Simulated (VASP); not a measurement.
# Ta (Im-3m) in VASP: further runs, part 2 of 2

VASP 6.6.1. Earlier steps stand in the parts before.

### Step 3. Relaxation of cell and atoms, revPBE+D3(BJ)

This run uses another cell than the first one, of 18.01 Å³/atom, 1.030 times its volume.

INCAR reads:

```
SYSTEM = Ta
ALGO = Normal
EDIFF = 1E-7
EDIFFG = -0.01
ENCUT = 600
GGA = RE
IBRION = 2
ISIF = 3
ISMEAR = -1
IVDW = 12
LASPH = .TRUE.
LCHARG = .FALSE.
LREAL = .FALSE.
LWAVE = .FALSE.
NELM = 60
NSW = 80
PREC = Accurate
SIGMA = 0.05
```

KPOINTS reads:

```
k-points
0
G
  11 11 11
  0 0 0
```

POSCAR reads:

```
Ta
1.0
   -1.6512800000      1.6512800000      1.6512800000
    1.6512800000     -1.6512800000      1.6512800000
    1.6512800000      1.6512800000     -1.6512800000
Ta
1
Direct
    0.0000000000      0.0000000000      0.0000000000
```

Potentials or basis: VASP PAW PBE potentials, release 64 (Ta_pv).

On the command line:

```console
$ cat potpaw_PBE.64/Ta_pv/POTCAR > POTCAR
$ mpirun -np 1 vasp_std > vasp.out
```

OUTCAR:

```text
SYSTEM = Ta
   EDIFF = 1E-7
   EDIFFG = -0.01
   ENCUT = 600
   GGA = RE
   IBRION = 2
   ISIF = 3
   ISMEAR = -1
   IVDW = 12
   LASPH = .TRUE.
   LREAL = .FALSE.
   NELM = 60
   NSW = 80
   PREC = Accurate
 IVDW          = 12

 ion  position               nearest neighbor table
   1  0.000  0.000  0.000-

  LATTYP: Found a body centered cubic cell.
 ALAT       =     3.3025600000

  Lattice vectors:

 A1 = (  -1.6512800000,   1.6512800000,   1.6512800000)
 A2 = (   1.6512800000,  -1.6512800000,   1.6512800000)
 A3 = (   1.6512800000,   1.6512800000,  -1.6512800000)

Analysis of symmetry for initial positions (statically):
=====================================================================
 Subroutine PRICEL returns:
 Original cell was already a primitive cell.

 Routine SETGRP: Setting up the symmetry group for a
 body centered cubic supercell.

 Subroutine GETGRP returns: Found 48 space group operations
 (whereof 48 operations were pure point group operations)
 out of a pool of 48 trial point group operations.

The static configuration has the point symmetry O_h .

Analysis of symmetry for dynamics (positions and initial velocities):
=====================================================================
 Subroutine PRICEL returns:
 Original cell was already a primitive cell.

 Routine SETGRP: Setting up the symmetry group for a
 body centered cubic supercell.

 Subroutine GETGRP returns: Found 48 space group operations
 (whereof 48 operations were pure point group operations)
 out of a pool of 48 trial point group operations.

The dynamic configuration has the point symmetry O_h .

 Subroutine INISYM returns: Found 48 space group operations
 (whereof 48 operations are pure point group operations),
 and found     1 'primitive' translations

----------------------------------------------------------------------------------------

                                     Primitive cell

  volume of cell :      18.0104

  direct lattice vectors                    reciprocal lattice vectors
[... 95 lines left out ...]
   PSTRESS=    0.0 pullay stress
   NELECT =      11.0000    total number of electrons
   NUPDOWN=      -1.0000    fix difference up-down
   EMIN   =  10.00;   EMAX   =-10.00  energy-range for DOS
   EFERMI =   0.00;   METHOD = LEGACY
   ISMEAR =    -1;   SIGMA  =   0.05  broadening in eV -4-tet -1-fermi 0-gaus
   EFERMI_NEDOS =   21; number of points for ismear=-14 and -15
   IALGO  =     38    algorithm
   IMIX   =      4    mixing-type and parameters
     AMIX     =   0.40;   BMIX     =  1.00
     AMIX_MAG =   1.60;   BMIX_MAG =  1.00
  volume/ion in A,a.u.               =      18.01       121.54
  Fermi-wavevector in a.u.,A,eV,Ry     =   1.388988  2.624806 26.249534  1.929286
  Thomas-Fermi vector in A             =   2.513061
   LORBIT       =      0    0 simple, 1 ext, 2 COOP (PROOUT), +10 PAW based schemes
   GGA     = RE    functional components
   LHFCALC =     F    Hartree Fock is set to
   AEXX    =    0.0000 exact exchange contribution
   IVDW    =    12    specifies the selected vdW correction
   LEPSILON=     F    determine dielectric tensor
   LRPA    =     F    only Hartree local field effects (RPA)
 conjugate gradient relaxation of ions
 non-spin polarized calculation
  energy-cutoff  :      600.00
  volume of cell :       18.01
 maximum number of plane-waves:       615
   NGX = 11   NGY = 11   NGZ = 11

--------------------------------------- Ionic step        1  -------------------------------------------

 number of electron      11.0000002 magnetization

 Free energy of the ion-electron system (eV)
  ---------------------------------------------------
  ext. energy  EPLUGINS =         0.00000000
  ---------------------------------------------------
  free energy    TOTEN  =       -11.41334415 eV

  energy without entropy =      -11.40472075  energy(sigma->0) =      -11.40903245

------------------------ aborting loop because EDIFF is reached ----------------------------------------

 Edisp (eV)   -1.17644

 E8    (eV) :    -0.8889
[... 108 lines left out ...]
--------------------------------------- Ionic step        4  -------------------------------------------

 number of electron      11.0000001 magnetization

 Free energy of the ion-electron system (eV)
  ---------------------------------------------------
  ext. energy  EPLUGINS =         0.00000000
  ---------------------------------------------------
  free energy    TOTEN  =       -11.38814753 eV

  energy without entropy =      -11.38106569  energy(sigma->0) =      -11.38460661

 E-fermi :   5.7780     XC(G=0): -12.7224

 val. band max:        5.6909313973   @ k =   0.1818   0.0000   0.0000
 cond. band min:       5.8440451006   @ k =   0.3636   0.1818   0.0909
 fundamental gap:      0.1531137033
 Fermi energy:         5.7780381155

 k-point     1 :       0.0000    0.0000    0.0000
  band No.  band energies     occupation
      1     -27.2019      2.00000
      2     -27.2019      2.00000
      3     -27.2019      2.00000
      4      -2.2442      2.00000
      5       6.5253      0.00000
      6       6.5253      0.00000
      7       6.5253      0.00000
      8       9.8999      0.00000
      9       9.8999      0.00000
[... 265 lines left out ...]
 k-point    24 :       0.3636    0.1818    0.0909
  band No.  band energies     occupation
      1     -28.2589      2.00000
      2     -27.7850      2.00000
      3     -27.4134      2.00000
      4       2.8776      2.00000
      5       4.1369      2.00000
      6       5.8440      0.42159
      7      10.3631      0.00000
      8      10.9593      0.00000
      9      15.2591      0.00000

 [... further k-points ...]

------------------------ aborting loop because EDIFF is reached ----------------------------------------

 Edisp (eV)   -1.21045

 E8    (eV) :    -0.9147
[... 24 lines left out ...]
  FREE ENERGIE OF THE ION-ELECTRON SYSTEM (eV)
  ---------------------------------------------------
  free  energy   TOTEN  =       -12.5985996900 eV

  energy  without entropy=      -12.5915178494  energy(sigma->0) =      -12.59505877

 reached required accuracy - stopping structural energy minimisation
```

OSZICAR:

```text
N       E                     dE             d eps       ncg     rms          rms(c)
DAV:   1     0.498939739666E+02    0.49894E+02   -0.71324E+03  1008   0.130E+03
DAV:   2    -0.111477841233E+02   -0.61042E+02   -0.60336E+02  1312   0.258E+02
DAV:   3    -0.118468663928E+02   -0.69908E+00   -0.69148E+00  1160   0.275E+01
[... 30 lines left out ...]
DAV:   1    -0.113881674602E+02    0.69435E-03   -0.69206E-04  1026   0.387E-01    0.426E-02
DAV:   2    -0.113881505999E+02    0.16860E-04   -0.22563E-05  1024   0.612E-02    0.145E-02
DAV:   3    -0.113881470102E+02    0.35897E-05   -0.12597E-05  1050   0.437E-02    0.567E-03
DAV:   4    -0.113881475061E+02   -0.49588E-06   -0.15311E-07   976   0.472E-03    0.534E-04
DAV:   5    -0.113881475275E+02   -0.21442E-07   -0.16735E-08   518   0.158E-03
   4 F= -.12598600E+02 E0= -.12595059E+02  d E =-.881905E-02
```

CONTCAR:

```text
Ta
   1.00000000000000
    -1.6361369432349664    1.6361369432349664    1.6361369432349664
     1.6361369432349664   -1.6361369432349664    1.6361369432349664
     1.6361369432349664    1.6361369432349664   -1.6361369432349664
  Ta
     1
Direct
     1.0000000000000000    1.0000000000000000    0.0000000000000000

  0.00000000E+00  0.00000000E+00  0.00000000E+00
```

It took 16 s on 1 thread of AMD EPYC 9R45 (Zen 5), shared host; peak memory 0.13 GiB.

Results:

- Free energy: -12.5986 eV
- Relaxed volume: 17.52 Å³/atom
- Relaxed cell: a = 2.834 Å, b = 2.834 Å, c = 2.834 Å, α = 109.47°, β = 109.47°, γ = 109.47°
- Space group after relaxing (to 0.05 Å): Im-3m (No. 229)
- Energy gained by relaxing: 8.8 meV/atom
- Ionic steps: 4
- Pressure after relaxing: 0.0 GPa
- Dispersion energy per atom: -1.210 eV

Step by step:
| step | energy change (eV) | largest force (eV/Å) | pressure (GPa) | volume (Å³) |
| --- | --- | --- | --- | --- |
| 1 | 0.0000 | 0.0000 | -5.58 | 18.01 |
| 2 | 0.0427 | 0.0000 | 16.01 | 16.43 |
| 3 | -0.0088 | 0.0000 | -0.14 | 17.53 |
| 4 | -0.0088 | 0.0000 | -0.01 | 17.52 |

Final structure:
```
Ta
1.0
    -1.63614    1.63614    1.63614
     1.63614   -1.63614    1.63614
     1.63614    1.63614   -1.63614
Ta
1
Direct
  0.00000 0.00000 0.00000
```

Levels at points of the mesh, in eV from the Fermi level:
| k point | band 1 | band 2 | band 3 | band 4 | band 5 | band 6 | band 7 | band 8 | band 9 |
| --- | --- | --- | --- | --- | --- | --- | --- | --- | --- |
| (0.00, 0.00, 0.00) | -32.98 | -32.98 | -32.98 | -8.02 | 0.75 | 0.75 | 0.75 | 4.12 | 4.12 |

Caveat: the PAW data sets were made with another functional, which shifts forces and pressure a little; spin-orbit coupling is left out, which moves the levels of the heavy elements; pairwise dispersion overbinds metals, which lowers pressure and volume.

### Step 4. Single point, r2SCAN50

This run uses another cell than the first one, of 16.93 Å³/atom, 0.968 times its volume.

POSCAR reads:

```
Ta
1.0
   -1.6175709496      1.6175709496      1.6175709496
    1.6175709496     -1.6175709496      1.6175709496
    1.6175709496      1.6175709496     -1.6175709496
Ta
1
Direct
    0.0000000000      0.0000000000      0.0000000000
```

INCAR.step1 reads:

```
PREC = Accurate
ENCUT = 520
EDIFF = 1E-5
ISMEAR = -1
SIGMA = 0.05
LREAL = False
LASPH = True
NELM = 60
ALGO = Normal
ISIF = 2
LWAVE = True
LCHARG = False
GGA = PE
NBANDS = 12
```

INCAR.step2 reads:

```
PREC = Accurate
ENCUT = 520
EDIFF = 1E-7
ISMEAR = -1
SIGMA = 0.05
LREAL = False
LASPH = True
NELM = 60
ALGO = Normal
ISIF = 2
LWAVE = False
LCHARG = False
METAGGA = R2SCAN
LHFCALC = True
AEXX = 0.5
LMIXTAU = True
PRECFOCK = Normal
ISTART = 1
NBANDS = 12
```

KPOINTS reads:

```
regular mesh
0
Gamma
  6 6 6
```

Potentials or basis: VASP PAW PBE potentials, release 64 (Ta_pv).

On the command line:

```console
$ cat potpaw_PBE.64/Ta_pv/POTCAR > POTCAR
$ cp INCAR.step1 INCAR
$ mpirun -np 1 vasp_std > vasp.out
$ cp INCAR.step2 INCAR
$ mpirun -np 1 vasp_std > vasp.out
```

OUTCAR:

```text
PREC = Accurate
   ENCUT = 520
   EDIFF = 1E-7
   ISMEAR = -1
   LREAL = False
   LASPH = True
   NELM = 60
   ISIF = 2
   METAGGA = R2SCAN
   LHFCALC = True
   AEXX = 0.5
   PRECFOCK = Normal
   ISTART = 1

 ion  position               nearest neighbor table
   1  0.000  0.000  0.000-

  LATTYP: Found a body centered cubic cell.
 ALAT       =     3.2351418992

  Lattice vectors:

 A1 = (  -1.6175709496,   1.6175709496,   1.6175709496)
 A2 = (   1.6175709496,  -1.6175709496,   1.6175709496)
 A3 = (   1.6175709496,   1.6175709496,  -1.6175709496)

Analysis of symmetry for initial positions (statically):
=====================================================================
 Subroutine PRICEL returns:
 Original cell was already a primitive cell.

 Routine SETGRP: Setting up the symmetry group for a
 body centered cubic supercell.

 Subroutine GETGRP returns: Found 48 space group operations
 (whereof 48 operations were pure point group operations)
 out of a pool of 48 trial point group operations.

The static configuration has the point symmetry O_h .

Analysis of symmetry for dynamics (positions and initial velocities):
=====================================================================
 Subroutine PRICEL returns:
 Original cell was already a primitive cell.

 Routine SETGRP: Setting up the symmetry group for a
 body centered cubic supercell.

 Subroutine GETGRP returns: Found 48 space group operations
 (whereof 48 operations were pure point group operations)
 out of a pool of 48 trial point group operations.

The dynamic configuration has the point symmetry O_h .

 Subroutine INISYM returns: Found 48 space group operations
 (whereof 48 operations are pure point group operations),
[... 113 lines left out ...]
   ENCUT4O =  -1.0   cutoff for four orbital integrals eV
   NKREDX  =     1    reduce k-point grid by
   NKREDY  =     1    reduce k-point grid by
   NKREDZ  =     1    reduce k-point grid by
   AEXX    =    0.5000 exact exchange contribution
   HFSCREEN=    0.0000 screening length (either q_TF or 0.3 A-1)
   HFSCREENC=   0.0000 screening length for correlation (either q_TF or 0.3 A-1)
   ENCUTFOCK=  -1.0 apply spherical cutoff to Coloumb kernel
   IVDW    =     0    specifies the selected vdW correction
   LEPSILON=     F    determine dielectric tensor
   LRPA    =     F    only Hartree local field effects (RPA)
 non-spin polarized calculation
  energy-cutoff  :      520.00
  volume of cell :       16.93
 maximum number of plane-waves:       468
 NGX is ok and might be reduce to    24
  NGX = 16; NGY = 16; NGZ = 16

 number of electron      10.9999998 magnetization

 Free energy of the ion-electron system (eV)
  ---------------------------------------------------
  ext. energy  EPLUGINS =         0.00000000
  ---------------------------------------------------
  free energy    TOTEN  =       -36.78661392 eV

  energy without entropy =      -36.77926303  energy(sigma->0) =      -36.78293847

 E-fermi :   5.1783     XC(G=0):  -7.7084

 val. band max:        5.1527282750   @ k =  -0.3333   0.5000   0.1667
 cond. band min:       5.8745006572   @ k =   0.3333   0.0000   0.0000
 fundamental gap:      0.7217723822
 Fermi energy:         5.1782696000

 k-point     1 :       0.0000    0.0000    0.0000
  band No.  band energies     occupation
      1     -33.2532      2.00000
      2     -33.2532      2.00000
      3     -33.2532      2.00000
      4      -5.9035      2.00000
      5       8.0606      0.00000
      6       8.0606      0.00000
      7       8.0606      0.00000
      8      12.4175      0.00000
      9      12.4175      0.00000
     10      23.9404      0.00000
     11      23.9404      0.00000
     12      23.9404      0.00000
[... 211 lines left out ...]
 k-point    16 :       0.5000    0.5000    0.5000
  band No.  band energies     occupation
      1     -34.4426      2.00000
      2     -34.4426      2.00000
      3     -34.4426      2.00000
      4      -0.7329      2.00000
      5      -0.7329      2.00000
      6      15.6722      0.00000
      7      15.6722      0.00000
      8      15.6722      0.00000
      9      17.2055      0.00000
     10      17.2055      0.00000
     11      17.2055      0.00000
     12      23.9003      0.00000

------------------------ aborting loop because EDIFF is reached ----------------------------------------

  FORCE on cell =-STRESS in cart. coord.  units (eV):
  Direction    XX          YY          ZZ          XY          YZ          ZX
  --------------------------------------------------------------------------------------
  -------------------------------------------------------------------------------------
  Total        1.6745239      1.6745239      1.6745239      0.0000000      0.0000000      0.0000000
  in kB      158.4717798    158.4717798    158.4717798      0.0000000      0.0000000      0.0000000
  external PRESSURE =     158.4717798 kB  Pullay stress =       0.0000000 kB

 VOLUME and BASIS-vectors are now :
 -----------------------------------------------------------------------------
  energy-cutoff  :      520.00
  volume of cell :       16.93
      direct lattice vectors                 reciprocal lattice vectors
    -1.617570950  1.617570950  1.617570950     0.000000000  0.309105452  0.309105452
     1.617570950 -1.617570950  1.617570950     0.309105452  0.000000000  0.309105452
     1.617570950  1.617570950 -1.617570950     0.309105452  0.309105452  0.000000000

 POSITION                                       TOTAL-FORCE (eV/Angst)
 -----------------------------------------------------------------------------------
      0.00000      0.00000      0.00000        -0.000000     -0.000000      0.000000
 -----------------------------------------------------------------------------------
    total drift:                                0.000000      0.000000      0.000000

  FREE ENERGIE OF THE ION-ELECTRON SYSTEM (eV)
  ---------------------------------------------------
  free  energy   TOTEN  =       -36.7866139151 eV

  energy  without entropy=      -36.7792630268  energy(sigma->0) =      -36.78293847
```

OUTCAR.step1:

```text
PREC = Accurate
   ENCUT = 520
   EDIFF = 1E-5
   ISMEAR = -1
   LREAL = False
[... 445 lines left out ...]

 POSITION                                       TOTAL-FORCE (eV/Angst)
 -----------------------------------------------------------------------------------
      0.00000      0.00000      0.00000        -0.000000      0.000000     -0.000000
 -----------------------------------------------------------------------------------
    total drift:                               -0.000000      0.000000      0.000000

  FREE ENERGIE OF THE ION-ELECTRON SYSTEM (eV)
  ---------------------------------------------------
  free  energy   TOTEN  =       -11.6613786052 eV

  energy  without entropy=      -11.6317918060  energy(sigma->0) =      -11.64658521
```

Run time: 6.2 min. Hardware: 1 thread of AMD EPYC 9R45 (Zen 5), shared host; peak memory 0.13 GiB.

What came out:

- Free energy: -36.7866 eV
- Pressure: 15.8 GPa

Levels at points of the mesh, in eV from the Fermi level:
```tsv
k point	band 2	band 3	band 4	band 5	band 6	band 7	band 8	band 9
(0.00, 0.00, 0.00)	-38.43	-38.43	-11.08	2.88	2.88	2.88	7.24	7.24
(0.50, 0.00, 0.00)	-38.98	-38.44	-6.55	-2.65	2.32	7.08	8.25	11.67
(0.50, 0.50, 0.50)	-39.62	-39.62	-5.91	-5.91	10.49	10.49	10.49	12.03
```

Caveat: the k points lie up to 0.46 Å⁻¹ apart; the PAW data sets were made with another functional, which shifts forces and pressure a little; spin-orbit coupling is left out, which moves the levels of the heavy elements.

### Step 5. Single point, r2SCAN50

This run uses another cell than the first one, of 17.29 Å³/atom, 0.988 times its volume.

POSCAR reads:

```
Ta
1.0
   -1.6289626696      1.6289626696      1.6289626696
    1.6289626696     -1.6289626696      1.6289626696
    1.6289626696      1.6289626696     -1.6289626696
Ta
1
Direct
    0.0000000000      0.0000000000      0.0000000000
```

INCAR.step1 reads:

```
  PREC = Accurate
  ENCUT = 520
  EDIFF = 1E-5
  ISMEAR = -1
  SIGMA = 0.05
  LREAL = F
  LASPH = T
  NELM = 60
  ALGO = Normal
  ISIF = 2
  LWAVE = T
  LCHARG = F
  NBANDS = 12
  GGA = PE
```

INCAR.step2 reads:

```
  PREC = Accurate
  ENCUT = 520
  EDIFF = 1E-6
  ISMEAR = -1
  SIGMA = 0.05
  LREAL = F
  LASPH = T
  NELM = 60
  ALGO = Normal
  ISIF = 2
  LWAVE = F
  LCHARG = F
  METAGGA = R2SCAN
  LHFCALC = T
  AEXX = 0.5
  LMIXTAU = T
  PRECFOCK = Normal
  NBANDS = 12
  ISTART = 1
```

KPOINTS is that of step 4.

On the command line:

```console
$ cat potpaw_PBE.64/Ta_pv/POTCAR > POTCAR
$ cp INCAR.step1 INCAR
$ mpirun -np 1 vasp_std > vasp.out
$ cp INCAR.step2 INCAR
$ mpirun -np 1 vasp_std > vasp.out
```

Run time: 4.5 min. Hardware: 1 thread of AMD EPYC 9R45 (Zen 5), shared host; peak memory 0.13 GiB.

It converged, with:

| Quantity | Value |
| --- | --- |
| Free energy | -36.8152 eV |
| Pressure | 9.7 GPa |

Levels at points of the mesh, in eV from the Fermi level:
| k point | band 1 | band 2 | band 3 | band 4 | band 5 | band 6 | band 7 | band 8 | band 9 | band 10 |
| --- | --- | --- | --- | --- | --- | --- | --- | --- | --- | --- |
| (0.00, 0.00, 0.00) | -38.55 | -38.55 | -38.55 | -11.01 | 2.85 | 2.85 | 2.85 | 7.14 | 7.14 | 18.61 |
| (0.50, 0.00, 0.00) | -40.27 | -39.06 | -38.56 | -6.44 | -2.59 | 2.17 | 6.96 | 8.11 | 11.41 | 15.13 |
| (0.50, 0.50, 0.50) | -39.67 | -39.67 | -39.67 | -5.76 | -5.76 | 10.27 | 10.27 | 10.27 | 11.76 | 11.76 |

Caveat: the k points lie up to 0.45 Å⁻¹ apart; the PAW data sets were made with another functional, which shifts forces and pressure a little; spin-orbit coupling is left out, which moves the levels of the heavy elements.

### Step 6. Summary

| task | level | cell | k mesh | cutoff (eV) | grid for exact exchange (PRECFOCK) | gap on the mesh (eV) | pressure (GPa) |
| --- | --- | --- | --- | --- | --- | --- | --- |
| single point | revPBE+D3(BJ) | a = 2.832 Å, angles 109.5°, 1 atom | 11 × 11 × 11 | 520 | - | none | 0.3 |
| relaxation of cell and atoms | revPBE+D3(BJ) | relaxed from a = 2.860 Å, angles 109.5°, 1 atom | 11 × 11 × 11 | 600 | - | none | 0.0 |
| single point | r2SCAN50 | a = 2.802 Å, angles 109.5°, 1 atom | 6 × 6 × 6 | 520 | Normal | none | 15.8 |
| single point | r2SCAN50 | a = 2.821 Å, angles 109.5°, 1 atom | 6 × 6 × 6 | 520 | Normal | none | 9.7 |

Alike in all rows: potentials or basis VASP PAW PBE potentials, release 64 (Ta_pv); no spin polarisation; smearing fermi-dirac 0.05 eV.

Caveats: some runs use coarse meshes; the PAW data sets were made with another functional, which shifts forces and pressure a little; spin-orbit coupling is left out, which moves the levels of the heavy elements; pairwise dispersion overbinds metals, which lowers pressure and volume (some runs).

Absolute energies hang on the potentials; compare differences alone.
